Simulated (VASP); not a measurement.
Runs of VASP 6.6.1 on NbTe. The structure is that of space group Fm-3m (No. 225), or close to it. The cells are those of the table. 

```csv
level,spin,cell,k mesh,gap on the mesh (eV),pressure (GPa),moment (μB)
r2SCAN,collinear,"a = 4.180 Å, angles 60.0°, 2 atoms",10 × 10 × 10,none,(b),2.80
PBE,collinear,"a = 4.087 Å, angles 60.0°, 2 atoms",6 × 6 × 6,none,-2.6,1.25
r2SCAN,off,"a = 4.180 Å, angles 60.0°, 2 atoms",10 × 10 × 10,none,-9.6,-
PBE,collinear,"a = 4.045 Å, angles 60.0°, 2 atoms",6 × 6 × 6,none,-2.0,(a)
```

Alike in all rows: task single point; potentials or basis VASP PAW PBE potentials, release 64 (Nb_sv, Te); cutoff (eV) 520; smearing gaussian 0.05 eV.

Fill in the values left out.

(a) 0.00; (b) 0.0.

Caveats: spin-orbit coupling is left out, which moves the levels of the heavy elements; the PAW data sets were made with another functional, which shifts forces and pressure a little (at least some runs); the cell stands under tension (at least some runs).

A k mesh can miss the band edges, and the runs leave out spin-orbit coupling on Nb, Te.

A gap of «none» marks levels without a gap at the run's occupations.
